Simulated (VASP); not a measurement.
# C (Fmmm) in VASP: a series of runs

Runs on C. Level: LDA. Tasks: single point.

Program: VASP 6.6.1. These are calculated values, not measurements. Logs are shortened: lines on timing, memory, paths and dates and some standing lists are left out, and cuts for length are marked.

## (1) The cell of the first run

Symmetry: Fmmm, No. 69, orthorhombic system. The conventional cell has a = 2.382 Å, b = 4.126 Å, c = 6.495 Å, α = 90.00°, β = 90.00°, γ = 90.00°. C (site symmetry m2m) has 3 C at 1.38 Å within 1.8 Å.

## (2) Single point, LDA (strain -0.030 along x and y, -0.030 along z)

Input file INCAR:

```
PREC = Accurate
ENCUT = 520
EDIFF = 1E-6
ISMEAR = 0
SIGMA = 0.05
LREAL = False
LASPH = True
NELM = 80
ALGO = Normal
ISIF = 2
LWAVE = False
LCHARG = True
GGA = CA
LELF = True
LVHAR = True
NBANDS = 11
```

Input file KPOINTS:

```
regular mesh
0
Gamma
  14 14 14
```

Input file POSCAR:

```
C
1.0
    0.0000000000      2.0631900000      3.2475600000
    1.1911600000      0.0000000000      3.2475600000
    1.1911600000      2.0631900000      0.0000000000
C
2
Direct
    0.1666700000      0.8333300000      0.1666700000
    0.8333300000      0.1666700000      0.8333300000
```

Potentials or basis: VASP PAW LDA potentials, release 64 (C).

Started as:

```console
> cat potpaw_LDA.64/C/POTCAR > POTCAR
> mpirun -np 1 vasp_std > vasp.out
```

OUTCAR:

```text
PREC = Accurate
   ENCUT = 520
   EDIFF = 1E-6
   ISMEAR = 0
   LREAL = False
   LASPH = True
   NELM = 80
   ISIF = 2
   GGA = CA

 ion  position               nearest neighbor table
   1  0.167  0.833  0.167-   2 1.38   2 1.38   2 1.38
   2  0.833  0.167  0.833-   1 1.38   1 1.38   1 1.38

  LATTYP: Found a face centered orthorhombic cell.
 ALAT       =     2.3823200000
 B/A-ratio  =     1.7320846906
 C/A-ratio  =     2.7263843648

  Lattice vectors:

 A1 = (   0.0000000000,   2.0631900000,   3.2475600000)
 A2 = (   1.1911600000,   0.0000000000,   3.2475600000)
 A3 = (   1.1911600000,   2.0631900000,   0.0000000000)

Analysis of symmetry for initial positions (statically):
=====================================================================
 Subroutine PRICEL returns:
 Original cell was already a primitive cell.

 Routine SETGRP: Setting up the symmetry group for a
 face centered orthorhombic supercell.

 Subroutine GETGRP returns: Found  8 space group operations
 (whereof  8 operations were pure point group operations)
 out of a pool of  8 trial point group operations.

The static configuration has the point symmetry D_2h.

Analysis of symmetry for dynamics (positions and initial velocities):
=====================================================================
 Subroutine PRICEL returns:
 Original cell was already a primitive cell.

 Routine SETGRP: Setting up the symmetry group for a
 face centered orthorhombic supercell.

 Subroutine GETGRP returns: Found  8 space group operations
 (whereof  8 operations were pure point group operations)
 out of a pool of  8 trial point group operations.

The dynamic configuration has the point symmetry D_2h.

 Subroutine INISYM returns: Found  8 space group operations
 (whereof  8 operations are pure point group operations),
 and found     1 'primitive' translations

----------------------------------------------------------------------------------------

                                     Primitive cell

  volume of cell :      15.9623

  direct lattice vectors                    reciprocal lattice vectors
     0.000000000  2.063190000  3.247560000    -0.419758890  0.242343168  0.153961744
     1.191160000  0.000000000  3.247560000     0.419758890 -0.242343168  0.153961744
     1.191160000  2.063190000  0.000000000     0.419758890  0.242343168 -0.153961744

  length of vectors
     3.847518542  3.459119555  2.382354953     0.508558704  0.508558704  0.508558704

  position of ions in fractional coordinates (direct lattice)
     0.166670000  0.833330000  0.166670000
     0.833330000  0.166670000  0.833330000

  ion indices of the primitive-cell ions
   primitive index   ion index
                 1           1
                 2           2

----------------------------------------------------------------------------------------

 KPOINTS: regular mesh

Automatic generation of k-mesh.
 Grid dimensions read from file:
 generate k-points for:   14   14   14

 Generating k-lattice:

  Cartesian coordinates                     Fractional coordinates (reciprocal lattice)
    -0.029982778  0.017310226  0.010997267     0.071428571  0.000000000  0.000000000
     0.029982778 -0.017310226  0.010997267     0.000000000  0.071428571  0.000000000
     0.029982778  0.017310226 -0.010997267     0.000000000  0.000000000  0.071428571

  Length of vectors
     0.036325622  0.036325622  0.036325622

  Shift w.r.t. Gamma in fractional coordinates (k-lattice)
     0.000000000  0.000000000  0.000000000

 Subroutine IBZKPT returns following result:
 ===========================================

 Found    428 irreducible k-points:

 Following reciprocal coordinates:
            Coordinates               Weight
  0.000000  0.000000  0.000000      1.000000
  0.071429  0.000000  0.000000      8.000000
  0.142857  0.000000  0.000000      8.000000
  0.214286  0.000000  0.000000      8.000000
  0.285714  0.000000  0.000000      8.000000
  0.357143  0.000000  0.000000      8.000000
[... 16 lines left out ...]
  0.214286  0.142857  0.000000      8.000000
  0.285714  0.142857  0.000000      8.000000
 [... further k-points ...]
   k-points           NKPTS =    428   k-points in BZ     NKDIM =    428   number of bands    NBANDS=     11
   number of dos      NEDOS =    301   number of ions     NIONS =      2
   total plane-waves  NPLWV =  15120
   dimension x,y,z NGX =    30 NGY =   28 NGZ =   18
   dimension x,y,z NGXF=    60 NGYF=   56 NGZF=   36
   ions per type =               2
   NGX,Y,Z   is equivalent  to a cutoff of  12.96, 13.46, 12.56 a.u.
   NGXF,Y,Z  is equivalent  to a cutoff of  25.93, 26.91, 25.12 a.u.
 SYSTEM =  unknown system
   PREC   = accura    normal or accurate (medium, high low for compatibility)
   ISTART =      0    job   : 0-new  1-cont  2-samecut
   ICHARG =      2    charge: 1-file 2-atom 10-const
   ISPIN  =      1    spin polarized calculation?
   LNONCOLLINEAR =      F non collinear calculations
   LSORBIT =      F    spin-orbit coupling
   LASPH  =      T    aspherical Exc in radial PAW
   ENCUT  =  520.0 eV  38.22 Ry    6.18 a.u.   7.15  6.43  4.43*2*pi/ulx,y,z
   NELM   =     80;   NELMIN=  2; NELMDL= -5     # of ELM steps
   EDIFF  = 0.1E-05   stopping-criterion for ELM
   LREAL  =      F    real-space projection
   EDIFFG = 0.1E-04   stopping-criterion for IOM
   NSW    =      0    number of steps for IOM
   IBRION =     -1    ionic relax: 0-MD 1-quasi-New 2-CG
   NFREE  =      0    steps in history (QN), initial steepest desc. (CG)
   ISIF   =      2    stress and relaxation
   ISYM   =      2    0-nonsym 1-usesym 2-fastsym
   POTIM  = 0.5000    time-step for ionic-motion
   TEBEG  =    0.0;   TEEND  =   0.0 temperature during run
   PSTRESS=    0.0 pullay stress
   NELECT =       8.0000    total number of electrons
   NUPDOWN=      -1.0000    fix difference up-down
   EMIN   =  10.00;   EMAX   =-10.00  energy-range for DOS
   EFERMI =   0.00;   METHOD = LEGACY
   ISMEAR =     0;   SIGMA  =   0.05  broadening in eV -4-tet -1-fermi 0-gaus
   EFERMI_NEDOS =   21; number of points for ismear=-14 and -15
   IALGO  =     38    algorithm
   IMIX   =      4    mixing-type and parameters
     AMIX     =   0.40;   BMIX     =  1.00
     AMIX_MAG =   1.60;   BMIX_MAG =  1.00
  volume/ion in A,a.u.               =       7.98        53.86
  Fermi-wavevector in a.u.,A,eV,Ry     =   1.300387  2.457375 23.007542  1.691007
  Thomas-Fermi vector in A             =   2.431589
   LORBIT       =      0    0 simple, 1 ext, 2 COOP (PROOUT), +10 PAW based schemes
   GGA     = CA    functional components
   LHFCALC =     F    Hartree Fock is set to
   AEXX    =    0.0000 exact exchange contribution
   IVDW    =     0    specifies the selected vdW correction
   LEPSILON=     F    determine dielectric tensor
   LRPA    =     F    only Hartree local field effects (RPA)
 non-spin polarized calculation
 Gauss-broadening in eV      SIGMA  =   0.05
  energy-cutoff  :      520.00
  volume of cell :       15.96
 maximum number of plane-waves:       446
 NGX is ok and might be reduce to    30
   NGX = 15   NGY = 13   NGZ =  9

 number of electron       7.9999999 magnetization

 Free energy of the ion-electron system (eV)
  ---------------------------------------------------
  ext. energy  EPLUGINS =         0.00000000
  ---------------------------------------------------
  free energy    TOTEN  =       -20.11280445 eV

  energy without entropy =      -20.11280444  energy(sigma->0) =      -20.11280444

 E-fermi :   5.8384     XC(G=0): -11.1771

 val. band max:        5.6977031866   @ k =   0.5000  -0.1429   0.3571
 cond. band min:       5.9925371701   @ k =  -0.1429   0.2143   0.2857
 fundamental gap:      0.2948339835
 Fermi energy:         5.8383829890

 k-point     1 :       0.0000    0.0000    0.0000
  band No.  band energies     occupation
      1     -14.7933      2.00000
      2      -1.5896      2.00000
      3       2.5530      2.00000
      4       2.5839      2.00000
      5       9.2642      0.00000
      6      14.4846      0.00000
      7      14.5698      0.00000
      8      18.0684      0.00000
      9      20.8577      0.00000
     10      29.2118      0.00000
     11      32.2693      0.00000

 k-point     2 :       0.0714    0.0000    0.0000
  band No.  band energies     occupation
      1     -14.6601      2.00000
      2      -1.4763      2.00000
      3       2.0874      2.00000
      4       2.2798      2.00000
      5       9.4891      0.00000
      6      14.6230      0.00000
      7      15.0774      0.00000
      8      17.5584      0.00000
      9      21.0413      0.00000
     10      29.6416      0.00000
     11      30.8542      0.00000

 k-point     3 :       0.1429    0.0000    0.0000
  band No.  band energies     occupation
      1     -14.2620      2.00000
      2      -1.1340      2.00000
      3       0.7980      2.00000
      4       1.5843      2.00000
      5      10.1583      0.00000
      6      14.7193      0.00000
      7      16.1674      0.00000
      8      16.6205      0.00000
      9      21.6316      0.00000
     10      28.2631      0.00000
     11      30.7824      0.00000

 k-point     4 :       0.2143    0.0000    0.0000
  band No.  band energies     occupation
      1     -13.6039      2.00000
      2      -0.9588      2.00000
      3      -0.5575      2.00000
      4       0.7489      2.00000
      5      11.2414      0.00000
      6      14.2168      0.00000
      7      14.6759      0.00000
      8      18.8252      0.00000
      9      22.5725      0.00000
     10      26.0682      0.00000
     11      30.7799      0.00000

 k-point     5 :       0.2857    0.0000    0.0000
  band No.  band energies     occupation
      1     -12.6935      2.00000
      2      -2.9102      2.00000
      3      -0.0280      2.00000
      4       0.2523      2.00000
      5      11.8818      0.00000
      6      12.8302      0.00000
      7      14.5288      0.00000
      8      21.4103      0.00000
      9      23.2262      0.00000
     10      24.8189      0.00000
     11      29.6334      0.00000
[... 211 lines left out ...]
 k-point    21 :      -0.0714    0.0714   -0.0000
  band No.  band energies     occupation
      1     -14.2794      2.00000
      2      -0.9919      2.00000
      3       0.8015      2.00000
      4       1.5843      2.00000
      5       9.8827      0.00000
      6      14.7222      0.00000
      7      16.1465      0.00000
      8      16.6182      0.00000
      9      21.6530      0.00000
     10      28.2167      0.00000
     11      30.8098      0.00000

 k-point    22 :       0.1429    0.1429    0.0000
  band No.  band energies     occupation
      1     -14.7245      2.00000
      2      -2.1175      2.00000
      3       2.5557      2.00000
      4       2.5757      2.00000
      5      10.3370      0.00000
      6      14.4916      0.00000
      7      14.5458      0.00000
      8      18.1017      0.00000
      9      20.8173      0.00000
     10      29.1118      0.00000
     11      31.3271      0.00000

 k-point    23 :       0.2143    0.1429    0.0000
  band No.  band energies     occupation
      1     -14.5610      2.00000
      2      -2.2076      2.00000
      3       2.0771      2.00000
      4       2.2792      2.00000
      5      11.0275      0.00000
      6      14.6056      0.00000
      7      15.0730      0.00000
      8      17.6279      0.00000
      9      20.9721      0.00000
     10      29.4413      0.00000
     11      30.3131      0.00000

 k-point    24 :       0.2857    0.1429    0.0000
  band No.  band energies     occupation
      1     -14.1392      2.00000
      2      -2.0018      2.00000
      3       0.7746      2.00000
      4       1.5842      2.00000
      5      12.0660      0.00000
      6      14.7083      0.00000
      7      16.3054      0.00000
      8      16.6385      0.00000
      9      21.4884      0.00000
     10      28.3807      0.00000
     11      30.5231      0.00000

 [... further k-points ...]

------------------------ aborting loop because EDIFF is reached ----------------------------------------

  FORCE on cell =-STRESS in cart. coord.  units (eV):
  Direction    XX          YY          ZZ          XY          YZ          ZX
  --------------------------------------------------------------------------------------
  -------------------------------------------------------------------------------------
  Total        3.9774770      3.9783527      0.1081880      0.0000000      0.0000000      0.0000000
  in kB      399.2287015    399.3165986     10.8590804      0.0000000      0.0000000      0.0000000
  external PRESSURE =     269.8014602 kB  Pullay stress =       0.0000000 kB

 VOLUME and BASIS-vectors are now :
 -----------------------------------------------------------------------------
  energy-cutoff  :      520.00
  volume of cell :       15.96
      direct lattice vectors                 reciprocal lattice vectors
     0.000000000  2.063190000  3.247560000    -0.419758890  0.242343168  0.153961744
     1.191160000  0.000000000  3.247560000     0.419758890 -0.242343168  0.153961744
     1.191160000  2.063190000  0.000000000     0.419758890  0.242343168 -0.153961744

 POSITION                                       TOTAL-FORCE (eV/Angst)
 -----------------------------------------------------------------------------------
      1.19116      0.68774      3.24756         0.000000      0.039769      0.000000
      1.19116      3.43864      3.24756         0.000000     -0.039769      0.000000
 -----------------------------------------------------------------------------------
    total drift:                               -0.000000     -0.000000     -0.000000

  FREE ENERGIE OF THE ION-ELECTRON SYSTEM (eV)
  ---------------------------------------------------
  free  energy   TOTEN  =       -20.1128044511 eV

  energy  without entropy=      -20.1128044353  energy(sigma->0) =      -20.11280444
```

It took 36 s on 1 thread of Intel Xeon 6975P-C (Granite Rapids), shared host; peak memory 0.16 GiB.

Results:

```
Free energy            : -20.1128 eV
Pressure               : 27.0 GPa
Largest force          : 0.040 eV/Å
Band gap on the k mesh : 0.29 eV, indirect (least direct gap 0.38 eV)
```

Forces in eV/Å, atoms in the order of the input:
```
C    0.000  0.040  0.000
C    0.000 -0.040  0.000
```

Levels at points of the mesh, in eV from the valence-band top:
| k point | band 2 | band 3 | band 4 | band 5 | band 6 | band 7 |
| --- | --- | --- | --- | --- | --- | --- |
| (0.00, 0.00, 0.00) | -7.29 | -3.14 | -3.11 | 3.57 | 8.79 | 8.87 |
| (0.50, 0.00, 0.00) | -13.99 | -6.84 | -2.77 | 1.41 | 8.33 | 12.60 |
| (0.50, 0.50, 0.00) | -9.62 | -3.16 | -3.13 | 8.75 | 8.83 | 10.41 |
| (0.50, 0.00, 0.50) | -14.10 | -6.81 | -1.85 | 2.49 | 8.60 | 11.04 |
| (0.00, 0.50, 0.50) | -13.88 | -6.88 | -3.56 | 0.55 | 8.08 | 14.05 |

Caveat: the cell differs from its parent crystal (strain -0.030 along x and y, -0.030 along z). A k mesh can miss the band edges.

## (3) Single point, LDA (strain -0.030 along x and y, -0.015 along z)

Input file INCAR:

```
SYSTEM = C
PREC = Accurate ; ENCUT = 520
EDIFF = 1E-6 ; ISMEAR = 0
SIGMA = 0.05 ; LREAL = .FALSE.
LASPH = .TRUE. ; NELM = 60
ALGO = Normal ; ISIF = 2
LWAVE = .FALSE. ; LCHARG = .FALSE.
NBANDS = 11
```

Input file KPOINTS:

```
regular mesh
0
G
  14 14 14
  0 0 0
```

Input file POSCAR:

```
C
1.0
    0.0000000000      2.0631900000      3.2977800000
    1.1911600000      0.0000000000      3.2977800000
    1.1911600000      2.0631900000      0.0000000000
C
2
Direct
    0.1666700000      0.8333300000      0.1666700000
    0.8333300000      0.1666700000      0.8333300000
```

Potentials or basis: VASP PAW LDA potentials, release 64 (C).

Started as:

```console
> cat potpaw_LDA.64/C/POTCAR > POTCAR
> mpirun -np 1 vasp_std > vasp.out
```

OUTCAR:

```text
SYSTEM = C
   PREC = Accurate
   ENCUT = 520
   EDIFF = 1E-6
   ISMEAR = 0
   LREAL = .FALSE.
   LASPH = .TRUE.
   NELM = 60
   ISIF = 2

 ion  position               nearest neighbor table
   1  0.167  0.833  0.167-   2 1.38   2 1.38   2 1.38
   2  0.833  0.167  0.833-   1 1.38   1 1.38   1 1.38

  LATTYP: Found a face centered orthorhombic cell.
 ALAT       =     2.3823200000
 B/A-ratio  =     1.7320846906
 C/A-ratio  =     2.7685449478
[... 515 lines left out ...]
      3       0.6225      2.00000
      4       1.4330      2.00000
      5      11.6787      0.00000
      6      14.5526      0.00000
      7      16.1668      0.00000
      8      16.4842      0.00000
      9      21.3366      0.00000
     10      27.9454      0.00000
     11      30.3182      0.00000

 [... further k-points ...]
[... 5 lines left out ...]
  --------------------------------------------------------------------------------------
  -------------------------------------------------------------------------------------
  Total        3.9835856      3.9864818      0.0425412      0.0000000      0.0000000      0.0000000
  in kB      393.7528713    394.0391477      4.2049391      0.0000000      0.0000000      0.0000000
  external PRESSURE =     263.9989860 kB  Pullay stress =       0.0000000 kB

 VOLUME and BASIS-vectors are now :
 -----------------------------------------------------------------------------
  energy-cutoff  :      520.00
  volume of cell :       16.21
      direct lattice vectors                 reciprocal lattice vectors
     0.000000000  2.063190000  3.297780000    -0.419758890  0.242343168  0.151617149
     1.191160000  0.000000000  3.297780000     0.419758890 -0.242343168  0.151617149
     1.191160000  2.063190000  0.000000000     0.419758890  0.242343168 -0.151617149

 POSITION                                       TOTAL-FORCE (eV/Angst)
 -----------------------------------------------------------------------------------
      1.19116      0.68774      3.29778         0.000000      0.035509      0.000000
      1.19116      3.43864      3.29778         0.000000     -0.035509      0.000000
 -----------------------------------------------------------------------------------
    total drift:                               -0.000000     -0.000000     -0.000000

  FREE ENERGIE OF THE ION-ELECTRON SYSTEM (eV)
  ---------------------------------------------------
  free  energy   TOTEN  =       -20.1142114500 eV

  energy  without entropy=      -20.1142114499  energy(sigma->0) =      -20.11421145
```

Wall time 32 s (1 thread of Intel Xeon 6975P-C (Granite Rapids), shared host); peak memory 0.17 GiB.

What came out:

```
Free energy            : -20.1142 eV
Pressure               : 26.4 GPa
Largest force          : 0.036 eV/Å
Band gap on the k mesh : 0.37 eV, indirect (least direct gap 0.47 eV)
```

Forces in eV/Å, atoms in the order of the input:
```
C    0.000  0.036  0.000
C    0.000 -0.036  0.000
```

Stress tensor (GPa, compression positive):
```
39.38  0.00  0.00
 0.00 39.40  0.00
 0.00  0.00  0.42
```

Caveat: the cell differs from its parent crystal (strain -0.030 along x and y, -0.015 along z). A k mesh can miss the band edges.

## (4) Single point, LDA (strain -0.030 along x and y, +0.000 along z)

Input file INCAR:

```
SYSTEM = C
ALGO = Normal
EDIFF = 1E-7
ENCUT = 520
ISIF = 2
ISMEAR = 0
LASPH = .True.
LCHARG = .False.
LREAL = .False.
LWAVE = .False.
NBANDS = 11
NELM = 60
PREC = Accurate
SIGMA = 0.05
```

Input file KPOINTS:

```
k-points
0
Gamma
  14 14 14
  0 0 0
```

Input file POSCAR:

```
C
1.0
    0.0000000000      2.0631900000      3.3480000000
    1.1911600000      0.0000000000      3.3480000000
    1.1911600000      2.0631900000      0.0000000000
C
2
Direct
    0.1666700000      0.8333300000      0.1666700000
    0.8333300000      0.1666700000      0.8333300000
```

Started as:

```console
> cat potpaw_LDA.64/C/POTCAR > POTCAR
> mpirun -np 1 vasp_std > vasp.out
```

Wall time 35 s (1 thread of Intel Xeon 6975P-C (Granite Rapids), shared host); peak memory 0.17 GiB.

Results (log left out):

```
Free energy            : -20.1147 eV
Pressure               : 25.9 GPa
Largest force          : 0.032 eV/Å
Band gap on the k mesh : 0.45 eV, indirect (least direct gap 0.55 eV)
```

Forces in eV/Å, atoms in the order of the input:
```
C    0.000  0.032  0.000
C    0.000 -0.032  0.000
```

Stress tensor (GPa, compression positive):
```
38.84  0.00  0.00
 0.00 38.88  0.00
 0.00  0.00 -0.11
```

Levels at points of the mesh, in eV from the valence-band top:
```
           k point  band 1  band 2  band 3  band 4  band 5  band 6  band 7  band 8
(0.00, 0.00, 0.00)  -20.31   -7.33   -3.01   -2.99    3.42    8.93    8.99   12.53
(0.50, 0.00, 0.00)  -14.40  -13.85   -6.71   -2.62    1.56    8.47   12.51   13.39
(0.50, 0.50, 0.00)  -20.00   -9.34   -3.02   -3.00    8.90    8.96    9.75   12.66
(0.50, 0.00, 0.50)  -14.51  -13.94   -6.68   -1.85    2.50    8.69   11.00   11.10
(0.00, 0.50, 0.50)  -14.28  -13.77   -6.73   -3.30    0.80    8.27   13.92   17.20
```

Caveat: the cell differs from its parent crystal (strain -0.030 along x and y, +0.000 along z). A k mesh can miss the band edges.

(Continued in part 2 of 2.)
